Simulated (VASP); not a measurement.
# AgBr (Fm-3m) in VASP: settings compared

Aim: see how the results for AgBr move with the level of theory and the settings. Levels: PBE, PBE+D4, PBE+U. Tasks: single point.

Program: VASP 6.6.1. These are calculated values, not measurements. Logs are shortened: lines on timing, memory, paths and dates and some standing lists are left out, and cuts for length are marked.

## 1. The cell of the first run

The structure is cubic, space group Fm-3m (No. 225). The conventional cell has a = 5.798 Å, b = 5.798 Å, c = 5.798 Å, α = 90.00°, β = 90.00°, γ = 90.00°. Within 3.8 Å of Ag (site symmetry m-3m) lie 6 Br at 2.90 Å. Br (site symmetry m-3m) has 6 Ag at 2.90 Å within 3.8 Å.

## 2. Single point, PBE

INCAR

```
SYSTEM = AgBr
PREC = Accurate
ENCUT = 500
EDIFF = 1E-6
ISMEAR = -1
SIGMA = 0.1
LREAL = .False.
LASPH = .True.
NELM = 120
ALGO = Normal
ISIF = 2
LWAVE = .False.
LCHARG = .False.
GGA = PE
NBANDS = 16
GGA_COMPAT = .False.
```

KPOINTS

```
regular mesh
0
Gamma
  5 5 5
  0 0 0
```

POSCAR

```
AgBr
1.0
    0.0000000000      2.8990140000      2.8990140000
    2.8990140000      0.0000000000      2.8990140000
    2.8990140000      2.8990140000      0.0000000000
Ag Br
1 1
Direct
    0.0000000000      0.0000000000      0.0000000000
    0.5000000000      0.5000000000      0.5000000000
```

Potentials or basis: VASP PAW PBE potentials, release 64 (Ag, Br).

The run is started by

```sh
cat potpaw_PBE.64/Ag/POTCAR potpaw_PBE.64/Br/POTCAR > POTCAR
mpirun -np 1 vasp_std > vasp.out
```

OUTCAR:

```text
SYSTEM = AgBr
   PREC = Accurate
   ENCUT = 500
   EDIFF = 1E-6
   ISMEAR = -1
   LREAL = .False.
   LASPH = .True.
   NELM = 120
   ISIF = 2
   GGA = PE

 ion  position               nearest neighbor table
   1  0.000  0.000  0.000-   2 2.90   2 2.90   2 2.90   2 2.90   2 2.90   2 2.90
   2  0.500  0.500  0.500-   1 2.90   1 2.90   1 2.90   1 2.90   1 2.90   1 2.90

  LATTYP: Found a face centered cubic cell.
 ALAT       =     5.7980280000

  Lattice vectors:

 A1 = (   0.0000000000,   2.8990140000,   2.8990140000)
 A2 = (   2.8990140000,   0.0000000000,   2.8990140000)
 A3 = (   2.8990140000,   2.8990140000,   0.0000000000)

Analysis of symmetry for initial positions (statically):
=====================================================================
 Subroutine PRICEL returns:
 Original cell was already a primitive cell.

 Routine SETGRP: Setting up the symmetry group for a
 face centered cubic supercell.

 Subroutine GETGRP returns: Found 48 space group operations
 (whereof 48 operations were pure point group operations)
 out of a pool of 48 trial point group operations.

The static configuration has the point symmetry O_h .

Analysis of symmetry for dynamics (positions and initial velocities):
=====================================================================
 Subroutine PRICEL returns:
 Original cell was already a primitive cell.

 Routine SETGRP: Setting up the symmetry group for a
 face centered cubic supercell.

 Subroutine GETGRP returns: Found 48 space group operations
 (whereof 48 operations were pure point group operations)
 out of a pool of 48 trial point group operations.

The dynamic configuration has the point symmetry O_h .

 Subroutine INISYM returns: Found 48 space group operations
 (whereof 48 operations are pure point group operations),
 and found     1 'primitive' translations

----------------------------------------------------------------------------------------

                                     Primitive cell

  volume of cell :      48.7283

  direct lattice vectors                    reciprocal lattice vectors
     0.000000000  2.899014000  2.899014000    -0.172472434  0.172472434  0.172472434
     2.899014000  0.000000000  2.899014000     0.172472434 -0.172472434  0.172472434
     2.899014000  2.899014000  0.000000000     0.172472434  0.172472434 -0.172472434

  length of vectors
     4.099824916  4.099824916  4.099824916     0.298731018  0.298731018  0.298731018

  position of ions in fractional coordinates (direct lattice)
     0.000000000  0.000000000  0.000000000
     0.500000000  0.500000000  0.500000000

  ion indices of the primitive-cell ions
   primitive index   ion index
                 1           1
                 2           2

----------------------------------------------------------------------------------------

 KPOINTS: regular mesh

Automatic generation of k-mesh.
 Grid dimensions read from file:
 generate k-points for:    5    5    5

 Generating k-lattice:

  Cartesian coordinates                     Fractional coordinates (reciprocal lattice)
    -0.034494487  0.034494487  0.034494487     0.200000000  0.000000000  0.000000000
     0.034494487 -0.034494487  0.034494487     0.000000000  0.200000000  0.000000000
     0.034494487  0.034494487 -0.034494487     0.000000000  0.000000000  0.200000000

  Length of vectors
     0.059746204  0.059746204  0.059746204

  Shift w.r.t. Gamma in fractional coordinates (k-lattice)
     0.000000000  0.000000000  0.000000000

 Subroutine IBZKPT returns following result:
 ===========================================

 Found     10 irreducible k-points:

 Following reciprocal coordinates:
            Coordinates               Weight
  0.000000  0.000000  0.000000      1.000000
  0.200000  0.000000  0.000000      8.000000
  0.400000  0.000000  0.000000      8.000000
  0.200000  0.200000  0.000000      6.000000
  0.400000  0.200000  0.000000     24.000000
 -0.400000  0.200000  0.000000     24.000000
 -0.200000  0.200000  0.000000     12.000000
  0.400000  0.400000  0.000000      6.000000
 -0.400000  0.400000  0.000000     12.000000
 -0.400000  0.400000  0.200000     24.000000
   k-points           NKPTS =     10   k-points in BZ     NKDIM =     10   number of bands    NBANDS=     16
   number of dos      NEDOS =    301   number of ions     NIONS =      2
   total plane-waves  NPLWV =  27000
   dimension x,y,z NGX =    30 NGY =   30 NGZ =   30
   dimension x,y,z NGXF=    60 NGYF=   60 NGZF=   60
   ions per type =               1   1
   NGX,Y,Z   is equivalent  to a cutoff of  12.16, 12.16, 12.16 a.u.
   NGXF,Y,Z  is equivalent  to a cutoff of  24.33, 24.33, 24.33 a.u.
 SYSTEM =  AgBr
   PREC   = accura    normal or accurate (medium, high low for compatibility)
   ISTART =      0    job   : 0-new  1-cont  2-samecut
   ICHARG =      2    charge: 1-file 2-atom 10-const
   ISPIN  =      1    spin polarized calculation?
   LNONCOLLINEAR =      F non collinear calculations
   LSORBIT =      F    spin-orbit coupling
   LASPH  =      T    aspherical Exc in radial PAW
   ENCUT  =  500.0 eV  36.75 Ry    6.06 a.u.   7.47  7.47  7.47*2*pi/ulx,y,z
   NELM   =    120;   NELMIN=  2; NELMDL= -5     # of ELM steps
   EDIFF  = 0.1E-05   stopping-criterion for ELM
   LREAL  =      F    real-space projection
   EDIFFG = 0.1E-04   stopping-criterion for IOM
   NSW    =      0    number of steps for IOM
   IBRION =     -1    ionic relax: 0-MD 1-quasi-New 2-CG
   NFREE  =      0    steps in history (QN), initial steepest desc. (CG)
   ISIF   =      2    stress and relaxation
   ISYM   =      2    0-nonsym 1-usesym 2-fastsym
   POTIM  = 0.5000    time-step for ionic-motion
   TEBEG  =    0.0;   TEEND  =   0.0 temperature during run
   PSTRESS=    0.0 pullay stress
   NELECT =      18.0000    total number of electrons
   NUPDOWN=      -1.0000    fix difference up-down
   EMIN   =  10.00;   EMAX   =-10.00  energy-range for DOS
   EFERMI =   0.00;   METHOD = LEGACY
   ISMEAR =    -1;   SIGMA  =   0.10  broadening in eV -4-tet -1-fermi 0-gaus
   EFERMI_NEDOS =   21; number of points for ismear=-14 and -15
   IALGO  =     38    algorithm
   IMIX   =      4    mixing-type and parameters
     AMIX     =   0.40;   BMIX     =  1.00
     AMIX_MAG =   1.60;   BMIX_MAG =  1.00
  volume/ion in A,a.u.               =      24.36       164.42
  Fermi-wavevector in a.u.,A,eV,Ry     =   1.174642  2.219751 18.773084  1.379783
  Thomas-Fermi vector in A             =   2.311035
   LORBIT       =      0    0 simple, 1 ext, 2 COOP (PROOUT), +10 PAW based schemes
   GGA     = PE    functional components
   LHFCALC =     F    Hartree Fock is set to
   AEXX    =    0.0000 exact exchange contribution
   IVDW    =     0    specifies the selected vdW correction
   LEPSILON=     F    determine dielectric tensor
   LRPA    =     F    only Hartree local field effects (RPA)
 non-spin polarized calculation
  energy-cutoff  :      500.00
  volume of cell :       48.73
 maximum number of plane-waves:      1251
 NGX is ok and might be reduce to    30
   NGX = 15   NGY = 15   NGZ = 15

 number of electron      18.0000004 magnetization

 Free energy of the ion-electron system (eV)
  ---------------------------------------------------
  ext. energy  EPLUGINS =         0.00000000
  ---------------------------------------------------
  free energy    TOTEN  =        -4.99314722 eV

  energy without entropy =       -4.99160825  energy(sigma->0) =       -4.99237774

 E-fermi :   3.7094     XC(G=0):  -9.7071

 val. band max:        3.1271353288   @ k =   0.4000   0.0000   0.0000
 cond. band min:       3.9379650938   @ k =   0.0000   0.0000   0.0000
 fundamental gap:      0.8108297650
 Fermi energy:         3.7094325350

 k-point     1 :       0.0000    0.0000    0.0000
  band No.  band energies     occupation
      1     -11.6285      2.00000
      2       0.5839      2.00000
      3       0.5839      2.00000
      4       0.5840      2.00000
      5       0.5840      2.00000
      6       0.5840      2.00000
[... 8 lines left out ...]
     15      14.9225      0.00000
     16      14.9225      0.00000

 k-point     2 :       0.2000    0.0000    0.0000
  band No.  band energies     occupation
      1     -11.4949      2.00000
      2      -0.3038      2.00000
      3      -0.1010      2.00000
      4      -0.1010      2.00000
      5       0.6789      2.00000
      6       0.6789      2.00000
[... 8 lines left out ...]
     15      14.3077      0.00000
     16      14.3765      0.00000

 k-point     3 :       0.4000    0.0000    0.0000
  band No.  band energies     occupation
      1     -11.2614      2.00000
      2      -1.5801      2.00000
      3      -0.6551      2.00000
      4      -0.6551      2.00000
      5       0.8394      2.00000
      6       0.8394      2.00000
[... 8 lines left out ...]
     15      15.8692      0.00000
     16      15.8692      0.00000

 k-point     4 :       0.2000    0.2000    0.0000
  band No.  band energies     occupation
      1     -11.4610      2.00000
      2      -0.7681      2.00000
      3       0.3844      2.00000
      4       0.3844      2.00000
      5       0.4966      2.00000
      6       0.6350      2.00000
[... 8 lines left out ...]
     15      16.6010      0.00000
     16      17.2161      0.00000

 k-point     5 :       0.4000    0.2000    0.0000
  band No.  band energies     occupation
      1     -11.2784      2.00000
      2      -1.2085      2.00000
      3      -0.3886      2.00000
      4      -0.2403      2.00000
      5       0.6592      2.00000
      6       0.8649      2.00000
[... 8 lines left out ...]
     15      16.9706      0.00000
     16      17.0533      0.00000

 k-point     6 :      -0.4000    0.2000    0.0000
  band No.  band energies     occupation
      1     -11.1966      2.00000
      2      -1.4191      2.00000
      3      -0.6501      2.00000
      4      -0.6132      2.00000
      5       0.8336      2.00000
      6       0.8641      2.00000
[... 8 lines left out ...]
     15      15.6669      0.00000
     16      16.8956      0.00000

 k-point     7 :      -0.2000    0.2000    0.0000
  band No.  band energies     occupation
      1     -11.3367      2.00000
      2      -1.1146      2.00000
      3      -0.5682      2.00000
      4      -0.0768      2.00000
      5       0.7312      2.00000
      6       0.8195      2.00000
[... 8 lines left out ...]
     15      16.6079      0.00000
     16      16.6222      0.00000

 k-point     8 :       0.4000    0.4000    0.0000
  band No.  band energies     occupation
      1     -11.2236      2.00000
      2      -0.9937      2.00000
      3       0.3564      2.00000
      4       0.4583      2.00000
      5       0.4583      2.00000
      6       0.7187      2.00000
[... 8 lines left out ...]
     15      17.8499      0.00000
     16      18.5821      0.00000

 k-point     9 :      -0.4000    0.4000    0.0000
  band No.  band energies     occupation
      1     -11.1732      2.00000
      2      -0.7138      2.00000
      3      -0.4907      2.00000
      4      -0.2106      2.00000
      5       0.6733      2.00000
      6       0.9345      2.00000
[... 8 lines left out ...]
     15      16.7122      0.00000
     16      18.5884      0.00000

 k-point    10 :      -0.4000    0.4000    0.2000
  band No.  band energies     occupation
      1     -11.1825      2.00000
      2      -1.0082      2.00000
      3      -0.5766      2.00000
      4      -0.3244      2.00000
      5       0.8550      2.00000
      6       0.8811      2.00000
[... 8 lines left out ...]
     15      16.1876      0.00000
     16      18.4641      0.00000

------------------------ aborting loop because EDIFF is reached ----------------------------------------

  FORCE on cell =-STRESS in cart. coord.  units (eV):
  Direction    XX          YY          ZZ          XY          YZ          ZX
  --------------------------------------------------------------------------------------
  -------------------------------------------------------------------------------------
  Total        0.2826383      0.2826383      0.2826383      0.0000000      0.0000000      0.0000000
  in kB        9.2931006      9.2931006      9.2931006      0.0000000      0.0000000      0.0000000
  external PRESSURE =       9.2931006 kB  Pullay stress =       0.0000000 kB

 VOLUME and BASIS-vectors are now :
 -----------------------------------------------------------------------------
  energy-cutoff  :      500.00
  volume of cell :       48.73
      direct lattice vectors                 reciprocal lattice vectors
     0.000000000  2.899014000  2.899014000    -0.172472434  0.172472434  0.172472434
     2.899014000  0.000000000  2.899014000     0.172472434 -0.172472434  0.172472434
     2.899014000  2.899014000  0.000000000     0.172472434  0.172472434 -0.172472434

 POSITION                                       TOTAL-FORCE (eV/Angst)
 -----------------------------------------------------------------------------------
      0.00000      0.00000      0.00000        -0.000000      0.000000      0.000000
      2.89901      2.89901      2.89901         0.000000     -0.000000     -0.000000
 -----------------------------------------------------------------------------------
    total drift:                               -0.000000      0.000000      0.000000

  FREE ENERGIE OF THE ION-ELECTRON SYSTEM (eV)
  ---------------------------------------------------
  free  energy   TOTEN  =        -4.9931472223 eV

  energy  without entropy=       -4.9916082549  energy(sigma->0) =       -4.99237774
```

Wall time 18 s (1 thread of Intel Xeon 8259CL, shared host); peak memory 0.16 GiB.

Results:

| Quantity | Value |
| --- | --- |
| Free energy | -4.9931 eV |
| Pressure | 0.9 GPa |
| Band gap on the k mesh | 0.81 eV, indirect (least direct gap 2.50 eV) |

Levels at points of the mesh, in eV from the valence-band top:
```tsv
k point	band 7	band 8	band 9	band 10	band 11	band 12
(0.00, 0.00, 0.00)	-1.69	-1.69	-1.69	0.81	10.05	10.05
```

A k mesh can miss the band edges. As with any semilocal functional, this PBE gap is likely too small.

## 3. Single point, PBE+D4

INCAR

```
PREC = Accurate ; ENCUT = 500
EDIFF = 1E-6 ; ISMEAR = -4
SIGMA = 0.1 ; LREAL = False
LASPH = True ; NELM = 120
ALGO = Normal ; ISIF = 2
LWAVE = False ; LCHARG = False
GGA = PE ; IVDW = 13
NBANDS = 16 ; GGA_COMPAT = False
```

KPOINTS

```
Automatic mesh
0
Gamma
  5 5 5
```

POSCAR is that of step 2.

Potentials or basis: VASP PAW PBE potentials, release 64 (Ag, Br).

The run is started by

```sh
cat potpaw_PBE.64/Ag/POTCAR potpaw_PBE.64/Br/POTCAR > POTCAR
mpirun -np 1 vasp_std > vasp.out
```

It took 22 s on 1 thread of Intel Xeon 8259CL, shared host; peak memory 0.17 GiB.

Results (log left out):

```
Free energy                : -5.7193 eV
Pressure                   : -1.4 GPa
Band gap on the k mesh     : 0.81 eV, indirect (least direct gap 2.50 eV)
Dispersion energy per atom : -0.363 eV
```

Levels at points of the mesh, in eV from the valence-band top:
```csv
k point,band 7,band 8,band 9,band 10,band 11,band 12
"(0.00, 0.00, 0.00)",-1.69,-1.69,-1.69,0.81,10.05,10.05
```

A k mesh can miss the band edges. A hybrid or GW would open this gap; PBE tends to underestimate it.

## 4. Single point, PBE

INCAR

```
PREC = Accurate ; ENCUT = 500
EDIFF = 1E-6 ; ISMEAR = -1
SIGMA = 0.1 ; LREAL = F
LASPH = T ; NELM = 120
ALGO = Normal ; ISIF = 2
LWAVE = F ; LCHARG = T
GGA = PE ; LELF = T
LVHAR = T ; NBANDS = 16
GGA_COMPAT = F
```

KPOINTS is that of step 3.

POSCAR is that of step 3.

Potentials or basis: VASP PAW PBE potentials, release 64 (Ag, Br).

The run is started by

```sh
cat potpaw_PBE.64/Ag/POTCAR potpaw_PBE.64/Br/POTCAR > POTCAR
mpirun -np 1 vasp_std > vasp.out
```

OUTCAR:

```text
PREC = Accurate
   ENCUT = 500
   EDIFF = 1E-6
   ISMEAR = -1
   LREAL = F
   LASPH = T
   NELM = 120
   ISIF = 2
   GGA = PE

 ion  position               nearest neighbor table
   1  0.000  0.000  0.000-   2 2.90   2 2.90   2 2.90   2 2.90   2 2.90   2 2.90
   2  0.500  0.500  0.500-   1 2.90   1 2.90   1 2.90   1 2.90   1 2.90   1 2.90

  LATTYP: Found a face centered cubic cell.
 ALAT       =     5.7980280000

  Lattice vectors:

 A1 = (   0.0000000000,   2.8990140000,   2.8990140000)
 A2 = (   2.8990140000,   0.0000000000,   2.8990140000)
 A3 = (   2.8990140000,   2.8990140000,   0.0000000000)

Analysis of symmetry for initial positions (statically):
=====================================================================
 Subroutine PRICEL returns:
 Original cell was already a primitive cell.

 Routine SETGRP: Setting up the symmetry group for a
 face centered cubic supercell.

 Subroutine GETGRP returns: Found 48 space group operations
 (whereof 48 operations were pure point group operations)
 out of a pool of 48 trial point group operations.

[... 144 lines left out ...]

  energy without entropy =       -4.99160825  energy(sigma->0) =       -4.99237774

 E-fermi :   3.7094     XC(G=0):  -9.7071

 val. band max:        3.1271353288   @ k =   0.4000   0.0000   0.0000
 cond. band min:       3.9379650938   @ k =   0.0000   0.0000   0.0000
 fundamental gap:      0.8108297650
 Fermi energy:         3.7094325350

 k-point     1 :       0.0000    0.0000    0.0000
  band No.  band energies     occupation
      1     -11.6285      2.00000
      2       0.5839      2.00000
      3       0.5839      2.00000
      4       0.5840      2.00000
      5       0.5840      2.00000
      6       0.5840      2.00000
[... 167 lines left out ...]
      3      -0.5766      2.00000
      4      -0.3244      2.00000
      5       0.8550      2.00000
      6       0.8811      2.00000
[... 8 lines left out ...]
     15      16.1876      0.00000
     16      18.4641      0.00000

------------------------ aborting loop because EDIFF is reached ----------------------------------------

  FORCE on cell =-STRESS in cart. coord.  units (eV):
  Direction    XX          YY          ZZ          XY          YZ          ZX
  --------------------------------------------------------------------------------------
  -------------------------------------------------------------------------------------
  Total        0.2826383      0.2826383      0.2826383      0.0000000      0.0000000      0.0000000
  in kB        9.2931006      9.2931006      9.2931006      0.0000000      0.0000000      0.0000000
  external PRESSURE =       9.2931006 kB  Pullay stress =       0.0000000 kB

 VOLUME and BASIS-vectors are now :
 -----------------------------------------------------------------------------
  energy-cutoff  :      500.00
  volume of cell :       48.73
      direct lattice vectors                 reciprocal lattice vectors
     0.000000000  2.899014000  2.899014000    -0.172472434  0.172472434  0.172472434
     2.899014000  0.000000000  2.899014000     0.172472434 -0.172472434  0.172472434
     2.899014000  2.899014000  0.000000000     0.172472434  0.172472434 -0.172472434

 POSITION                                       TOTAL-FORCE (eV/Angst)
 -----------------------------------------------------------------------------------
      0.00000      0.00000      0.00000        -0.000000      0.000000      0.000000
      2.89901      2.89901      2.89901         0.000000     -0.000000     -0.000000
 -----------------------------------------------------------------------------------
    total drift:                               -0.000000      0.000000      0.000000

  FREE ENERGIE OF THE ION-ELECTRON SYSTEM (eV)
  ---------------------------------------------------
  free  energy   TOTEN  =        -4.9931472223 eV

  energy  without entropy=       -4.9916082549  energy(sigma->0) =       -4.99237774
```

Wall time 22 s (1 thread of Intel Xeon 8259CL, shared host); peak memory 0.16 GiB.

Results:

- Free energy: -4.9931 eV
- Pressure: 0.9 GPa
- Band gap on the k mesh: 0.81 eV, indirect (least direct gap 2.50 eV)

(Continued in part 2 of 2.)
